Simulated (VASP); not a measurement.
# KCl (I4/mmm) in VASP: notebook, part 2 of 3

VASP 6.6.1. Earlier steps stand in the parts before.

## (4) Single point, PBE (strain +0.0450 x Voigt [1, 1, 0, 0, 0, 0])

The input, INCAR:

```
PREC     = Accurate       # precision mode
ENCUT    = 520            # plane-wave cutoff, eV
EDIFF    = 1E-6           # SCF threshold, eV
ISMEAR   = 0              # smearing method
SIGMA    = 0.05           # smearing width, eV
LREAL    = F              # projectors in reciprocal space
LASPH    = T              # aspherical terms in the spheres
NELM     = 100            # most SCF steps
ALGO     = Normal         # electronic algorithm
ISIF     = 2              # what is computed and relaxed
LWAVE    = F              # write WAVECAR
LCHARG   = F              # write CHGCAR
GGA      = PE             # functional
NBANDS   = 15             # bands
```

The input, KPOINTS:

```
Automatic mesh
0
Gamma
  6 6 6
```

The input, POSCAR:

```
KCl
1.0
    0.0000000000      3.2981245000      3.1561000000
    3.2981245000      0.0000000000      3.1561000000
    3.2981245000      3.2981245000      0.0000000000
K Cl
1 1
Direct
    0.0000000000      0.0000000000      0.0000000000
    0.5000000000      0.5000000000      0.5000000000
```

Potentials or basis: VASP PAW PBE potentials, release 64 (K_sv, Cl).

Started as:

```bash
$ cat potpaw_PBE.64/K_sv/POTCAR potpaw_PBE.64/Cl/POTCAR > POTCAR
$ mpirun -np 1 vasp_std > vasp.out
```

OUTCAR:

```text
PREC = Accurate
   ENCUT = 520
   EDIFF = 1E-6
   ISMEAR = 0
   LREAL = F
   LASPH = T
   NELM = 100
   ISIF = 2
   GGA = PE

 ion  position               nearest neighbor table
   1  0.000  0.000  0.000-   2 3.16   2 3.16
   2  0.500  0.500  0.500-   1 3.16   1 3.16

  LATTYP: Found a body centered tetragonal cell.
 ALAT       =     4.6642523983
 C/A-ratio  =     1.3533144138

  Lattice vectors:

 A1 = (   0.0000000000,  -3.2981245000,  -3.1561000000)
 A2 = (   0.0000000000,   3.2981245000,  -3.1561000000)
 A3 = (   3.2981245000,   0.0000000000,   3.1561000000)

Analysis of symmetry for initial positions (statically):
=====================================================================
 Subroutine PRICEL returns:
 Original cell was already a primitive cell.

 Routine SETGRP: Setting up the symmetry group for a
 body centered tetragonal supercell.

 Subroutine GETGRP returns: Found 16 space group operations
 (whereof 16 operations were pure point group operations)
 out of a pool of 16 trial point group operations.

The static configuration has the point symmetry D_4h.

Analysis of symmetry for dynamics (positions and initial velocities):
=====================================================================
 Subroutine PRICEL returns:
 Original cell was already a primitive cell.

 Routine SETGRP: Setting up the symmetry group for a
 body centered tetragonal supercell.

 Subroutine GETGRP returns: Found 16 space group operations
 (whereof 16 operations were pure point group operations)
 out of a pool of 16 trial point group operations.

The dynamic configuration has the point symmetry D_4h.

 Subroutine INISYM returns: Found 16 space group operations
 (whereof 16 operations are pure point group operations),
 and found     1 'primitive' translations

----------------------------------------------------------------------------------------

                                     Primitive cell

  volume of cell :      68.6617

  direct lattice vectors                    reciprocal lattice vectors
     0.000000000  3.298124500  3.156100000    -0.151601312  0.151601312  0.158423371
     3.298124500  0.000000000  3.156100000     0.151601312 -0.151601312  0.158423371
     3.298124500  3.298124500  0.000000000     0.151601312  0.151601312 -0.158423371

  length of vectors
     4.564930714  4.564930714  4.664252398     0.266578093  0.266578093  0.266578093

  position of ions in fractional coordinates (direct lattice)
     0.000000000  0.000000000  0.000000000
     0.500000000  0.500000000  0.500000000

  ion indices of the primitive-cell ions
   primitive index   ion index
                 1           1
                 2           2

----------------------------------------------------------------------------------------

 KPOINTS: Automatic mesh

Automatic generation of k-mesh.
 Grid dimensions read from file:
 generate k-points for:    6    6    6

 Generating k-lattice:

  Cartesian coordinates                     Fractional coordinates (reciprocal lattice)
    -0.025266885  0.025266885  0.026403895     0.166666667  0.000000000  0.000000000
     0.025266885 -0.025266885  0.026403895     0.000000000  0.166666667  0.000000000
     0.025266885  0.025266885 -0.026403895     0.000000000  0.000000000  0.166666667

  Length of vectors
     0.044429682  0.044429682  0.044429682

  Shift w.r.t. Gamma in fractional coordinates (k-lattice)
     0.000000000  0.000000000  0.000000000

 Subroutine IBZKPT returns following result:
 ===========================================

 Found     30 irreducible k-points:

 Following reciprocal coordinates:
            Coordinates               Weight
  0.000000  0.000000  0.000000      1.000000
  0.166667  0.000000  0.000000      8.000000
  0.333333 -0.000000  0.000000      8.000000
  0.500000  0.000000  0.000000      4.000000
  0.166667  0.166667  0.000000      2.000000
  0.333333  0.166667  0.000000      8.000000
[... 16 lines left out ...]
  0.333333  0.000000  0.333333      4.000000
  0.500000  0.000000  0.333333     16.000000
 [... further k-points ...]
   k-points           NKPTS =     30   k-points in BZ     NKDIM =     30   number of bands    NBANDS=     15
   number of dos      NEDOS =    301   number of ions     NIONS =      2
   total plane-waves  NPLWV =  46656
   dimension x,y,z NGX =    36 NGY =   36 NGZ =   36
   dimension x,y,z NGXF=    72 NGYF=   72 NGZF=   72
   ions per type =               1   1
   NGX,Y,Z   is equivalent  to a cutoff of  13.11, 13.11, 12.83 a.u.
   NGXF,Y,Z  is equivalent  to a cutoff of  26.22, 26.22, 25.66 a.u.
 SYSTEM =  unknown system
   PREC   = accura    normal or accurate (medium, high low for compatibility)
   ISTART =      0    job   : 0-new  1-cont  2-samecut
   ICHARG =      2    charge: 1-file 2-atom 10-const
   ISPIN  =      1    spin polarized calculation?
   LNONCOLLINEAR =      F non collinear calculations
   LSORBIT =      F    spin-orbit coupling
   LASPH  =      T    aspherical Exc in radial PAW
   ENCUT  =  520.0 eV  38.22 Ry    6.18 a.u.   8.49  8.49  8.67*2*pi/ulx,y,z
   NELM   =    100;   NELMIN=  2; NELMDL= -5     # of ELM steps
   EDIFF  = 0.1E-05   stopping-criterion for ELM
   LREAL  =      F    real-space projection
   EDIFFG = 0.1E-04   stopping-criterion for IOM
   NSW    =      0    number of steps for IOM
   IBRION =     -1    ionic relax: 0-MD 1-quasi-New 2-CG
   NFREE  =      0    steps in history (QN), initial steepest desc. (CG)
   ISIF   =      2    stress and relaxation
   ISYM   =      2    0-nonsym 1-usesym 2-fastsym
   POTIM  = 0.5000    time-step for ionic-motion
   TEBEG  =    0.0;   TEEND  =   0.0 temperature during run
   PSTRESS=    0.0 pullay stress
   NELECT =      16.0000    total number of electrons
   NUPDOWN=      -1.0000    fix difference up-down
   EMIN   =  10.00;   EMAX   =-10.00  energy-range for DOS
   EFERMI =   0.00;   METHOD = LEGACY
   ISMEAR =     0;   SIGMA  =   0.05  broadening in eV -4-tet -1-fermi 0-gaus
   EFERMI_NEDOS =   21; number of points for ismear=-14 and -15
   IALGO  =     38    algorithm
   IMIX   =      4    mixing-type and parameters
     AMIX     =   0.40;   BMIX     =  1.00
     AMIX_MAG =   1.60;   BMIX_MAG =  1.00
  volume/ion in A,a.u.               =      34.33       231.68
  Fermi-wavevector in a.u.,A,eV,Ry     =   1.007418  1.903745 13.808442  1.014892
  Thomas-Fermi vector in A             =   2.140222
   LORBIT       =      0    0 simple, 1 ext, 2 COOP (PROOUT), +10 PAW based schemes
   GGA     = PE    functional components
   LHFCALC =     F    Hartree Fock is set to
   AEXX    =    0.0000 exact exchange contribution
   IVDW    =     0    specifies the selected vdW correction
   LEPSILON=     F    determine dielectric tensor
   LRPA    =     F    only Hartree local field effects (RPA)
 non-spin polarized calculation
 Gauss-broadening in eV      SIGMA  =   0.05
  energy-cutoff  :      520.00
  volume of cell :       68.66
 maximum number of plane-waves:      1883
 NGX is ok and might be reduce to    36
   NGX = 17   NGY = 17   NGZ = 17

 number of electron      16.0000001 magnetization

 Free energy of the ion-electron system (eV)
  ---------------------------------------------------
  ext. energy  EPLUGINS =         0.00000000
  ---------------------------------------------------
  free energy    TOTEN  =        -6.79617413 eV

  energy without entropy =       -6.79617413  energy(sigma->0) =       -6.79617413

 E-fermi :  -1.8894     XC(G=0):  -7.1483

 val. band max:       -2.1918481615   @ k =   0.0000   0.0000   0.0000
 cond. band min:       2.6649485972   @ k =   0.0000   0.0000   0.0000
 fundamental gap:      4.8567967587
 Fermi energy:        -1.8894356043

 k-point     1 :       0.0000    0.0000    0.0000
  band No.  band energies     occupation
      1     -29.6413      2.00000
      2     -14.2205      2.00000
      3     -13.1033      2.00000
      4     -13.1033      2.00000
      5     -13.0958      2.00000
      6      -2.2043      2.00000
      7      -2.2043      2.00000
      8      -2.1918      2.00000
      9       2.6649      0.00000
     10       6.0294      0.00000
     11       6.0294      0.00000
     12       6.2805      0.00000
     13       6.8315      0.00000
     14       7.0453      0.00000
     15      10.4350      0.00000
[... 397 lines left out ...]
 k-point    24 :       0.5000    0.0000    0.3333
  band No.  band energies     occupation
      1     -29.6338      2.00000
      2     -14.2146      2.00000
      3     -13.1693      2.00000
      4     -13.1276      2.00000
      5     -13.0718      2.00000
      6      -2.7963      2.00000
      7      -2.5067      2.00000
      8      -2.4044      2.00000
      9       4.7937      0.00000
     10       5.6963      0.00000
     11       7.1855      0.00000
     12       7.9514      0.00000
     13       8.0293      0.00000
     14       8.7723      0.00000
     15       9.1315      0.00000

 [... further k-points ...]
[... 5 lines left out ...]
  --------------------------------------------------------------------------------------
  -------------------------------------------------------------------------------------
  Total       -0.4526534     -0.4526534      0.0046686      0.0000000      0.0000000      0.0000000
  in kB      -10.5623746    -10.5623746      0.1089382      0.0000000      0.0000000      0.0000000
  external PRESSURE =      -7.0052704 kB  Pullay stress =       0.0000000 kB

 VOLUME and BASIS-vectors are now :
 -----------------------------------------------------------------------------
  energy-cutoff  :      520.00
  volume of cell :       68.66
      direct lattice vectors                 reciprocal lattice vectors
     0.000000000  3.298124500  3.156100000    -0.151601312  0.151601312  0.158423371
     3.298124500  0.000000000  3.156100000     0.151601312 -0.151601312  0.158423371
     3.298124500  3.298124500  0.000000000     0.151601312  0.151601312 -0.158423371

 POSITION                                       TOTAL-FORCE (eV/Angst)
 -----------------------------------------------------------------------------------
      0.00000      0.00000      0.00000         0.000000      0.000000      0.000000
      3.29812      3.29812      3.15610         0.000000      0.000000      0.000000
 -----------------------------------------------------------------------------------
    total drift:                                0.000000      0.000000      0.000000

  FREE ENERGIE OF THE ION-ELECTRON SYSTEM (eV)
  ---------------------------------------------------
  free  energy   TOTEN  =        -6.7961741266 eV

  energy  without entropy=       -6.7961741266  energy(sigma->0) =       -6.79617413
```

It took 28 s on 1 thread of Intel Xeon 6975P-C, shared host; peak memory 0.21 GiB.

What came out:

| Item | Value |
| --- | --- |
| Free energy | -6.7962 eV |
| Pressure | -0.7 GPa |
| Band gap on the k mesh | 4.86 eV, direct |

Levels at points of the mesh, in eV from the valence-band top:
```tsv
k point	band 5	band 6	band 7	band 8	band 9	band 10	band 11	band 12
(0.00, 0.00, 0.00)	-10.90	-0.01	-0.01	0.00	4.86	8.22	8.22	8.47
(0.50, 0.00, 0.00)	-10.70	-0.91	-0.27	-0.26	7.29	8.19	10.15	10.24
(0.50, 0.50, 0.00)	-10.95	-0.57	-0.24	-0.24	6.53	7.96	9.68	10.09
(0.50, 0.00, 0.50)	-10.94	-0.61	-0.20	-0.19	6.61	7.88	9.40	10.01
```

Caveat: the cell differs from its parent crystal (strain +0.0450 x Voigt [1, 1, 0, 0, 0, 0]).

(Part 2 of 3 ends here.)
